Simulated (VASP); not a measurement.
Set up this calculation in VASP 6.6.1, as the native input.

```
Task                   : single point
Functional             : r2SCAN
Potentials or basis    : VASP PAW PBE potentials, release 64 (Hg)
Cutoff                 : 520 eV
k mesh                 : 9 × 9 × 9
Occupations            : fermi-dirac, width 0.1 eV
Spin                   : no spin polarisation
Dipole correction      : no
Further INCAR settings : ALGO = Normal; EDIFF = 1e-06; NBANDS = 19
```

The system is Hg.

```
Hg
1.0
     0.00000    3.36770    3.36770
     3.36770    0.00000    3.36770
     3.36770    3.36770    0.00000
Hg
2
Direct
  0.12500 0.12500 0.12500
  0.87500 0.87500 0.87500
```

The input as run:

POSCAR

```
Hg
1.0
    0.0000000000      3.3676951244      3.3676951244
    3.3676951244      0.0000000000      3.3676951244
    3.3676951244      3.3676951244      0.0000000000
Hg
2
Direct
    0.1250000000      0.1250000000      0.1250000000
    0.8750000000      0.8750000000      0.8750000000
```

INCAR.step1

```
SYSTEM = Hg
ALGO     = Normal         ! electronic algorithm
EDIFF    = 1E-4           ! SCF threshold, eV
ENCUT    = 520            ! plane-wave cutoff, eV
GGA      = PE             ! functional
ISMEAR   = -1             ! smearing method
LASPH    = .True.         ! aspherical terms in the spheres
LCHARG   = .False.        ! write CHGCAR
LREAL    = .False.        ! projectors in reciprocal space
LWAVE    = .True.         ! write WAVECAR
NBANDS   = 19             ! bands
NELM     = 80             ! most SCF steps
PREC     = Accurate       ! precision mode
SIGMA    = 0.1            ! smearing width, eV
```

INCAR.step2

```
SYSTEM = Hg
ALGO     = Normal         ! electronic algorithm
EDIFF    = 1E-6           ! SCF threshold, eV
ENCUT    = 520            ! plane-wave cutoff, eV
ISIF     = 2              ! what is computed and relaxed
ISMEAR   = -1             ! smearing method
ISTART   = 1            
LASPH    = .True.         ! aspherical terms in the spheres
LCHARG   = .False.        ! write CHGCAR
LMIXTAU  = .True.       
LREAL    = .False.        ! projectors in reciprocal space
LWAVE    = .False.        ! write WAVECAR
METAGGA  = R2SCAN         ! meta-GGA
NBANDS   = 19             ! bands
NELM     = 80             ! most SCF steps
PREC     = Accurate       ! precision mode
SIGMA    = 0.1            ! smearing width, eV
```

KPOINTS

```
k-points
0
Gamma
  9 9 9
  0 0 0
```

Potentials or basis: VASP PAW PBE potentials, release 64 (Hg).

Launch:

```sh
$ cat potpaw_PBE.64/Hg/POTCAR > POTCAR
$ cp INCAR.step1 INCAR
$ mpirun -np 1 vasp_std > vasp.out
$ cp INCAR.step2 INCAR
$ mpirun -np 1 vasp_std > vasp.out
```

Results of the run:

- Pressure: 0.3 GPa
- Band gap on the k mesh: zero (band 12 reaches 3.03 eV, above the bottom of band 13 at 0.27 eV)

Caveat: the PAW data sets were made with another functional, which shifts forces and pressure a little; spin-orbit coupling is left out, which moves the levels of the heavy elements.

Wall time 2.7 min on 1 thread of Intel Xeon 6975P-C, on a shared host, peak memory 0.23 GiB.
